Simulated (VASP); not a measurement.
Write the native input for VASP 6.6.1 that does the following.

```yaml
Task: single point
Functional: LDA
Potentials_or_basis: VASP PAW LDA potentials, release 64 (Ti_sv, O)
Cutoff: 520 eV
k_mesh: 7 × 7 × 4
Occupations: methfessel-paxton, width 0.1 eV
Spin: no spin polarisation
Dipole_correction: no
Further_INCAR_settings: ALGO = Normal; EDIFF = 1e-06; NBANDS = 22
```

The structure of Ti2O lies in POSCAR:

```
Ti2O
1.0
    2.9194000000      0.0000000000      0.0000000000
   -1.4597000000      2.5282750000      0.0000000000
    0.0000000000      0.0000000000      4.7130000000
Ti O
2 1
Direct
    0.6615154141      0.3340253278      0.2643169955
    0.3269623055      0.6691908779      0.7385661654
   -0.0060682450      0.0031062303      0.0010130181
```

The input as run:

INCAR

```
SYSTEM = Ti2O
PREC = Accurate ; ENCUT = 520
EDIFF = 1E-6 ; ISMEAR = 1
SIGMA = 0.1 ; LREAL = .False.
LASPH = .True. ; NELM = 80
ALGO = Normal ; ISIF = 2
LWAVE = .False. ; LCHARG = .False.
NBANDS = 22
```

KPOINTS

```
regular mesh
0
Gamma
  7 7 4
  0 0 0
```

Potentials or basis: VASP PAW LDA potentials, release 64 (Ti_sv, O).

Run with:

```bash
$ cat potpaw_LDA.64/Ti_sv/POTCAR potpaw_LDA.64/O/POTCAR > POTCAR
$ mpirun -np 1 vasp_std > vasp.out
```

It gave:

* Pressure: 0.0 GPa
* Largest force: 0.058 eV/Å
* Band gap on the k mesh: zero (bands 15 and 16 overlap by 0.51 eV)

Wall time 100 s on 1 thread of Intel Xeon 8259CL, on a shared host, peak memory 0.19 GiB.
